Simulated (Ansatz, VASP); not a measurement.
Pd: VASP beside Ansatz

```xyz
1
Lattice="0.0000 1.9737 1.9737 1.9737 0.0000 1.9737 1.9737 1.9737 0.0000" Properties=species:S:1:pos:R:3 pbc="T T T"
Pd    0.0000    0.0000    0.0000
```

Alike in both runs: task single point; functional PBE; k mesh 14 × 14 × 14; occupations fermi-dirac, width 0.05 eV; collinear spin.

|  | VASP | Ansatz |
| --- | --- | --- |
| version | VASP 6.6.1 | Ansatz 0.2.0 |
| potentials or method | VASP PAW PBE potentials, release 64 (Pd), cutoff 520 eV | plane waves (420 eV) with PAW, scalar-relativistic |
| valence electrons in the cell | 10 | 18 |

VASP gave:

| Quantity | Value |
| --- | --- |
| pressure (GPa) | -0.3 |
| net moment per atom (μB) | 0.40 |
| size of the moment on the site where the two differ most (μB) | 0.40 |

Q: What did Ansatz give for the same quantities?

A: Pressure (GPa): 0.0; net moment per atom (μB): 0.40; size of the moment on the site where the two differ most (μB): 0.40.

Site moments also hang on the region over which each program counts them. VASP's potentials hold 10 valence electrons a cell and Ansatz's 18, so a difference there can come from the potentials and not from the codes.
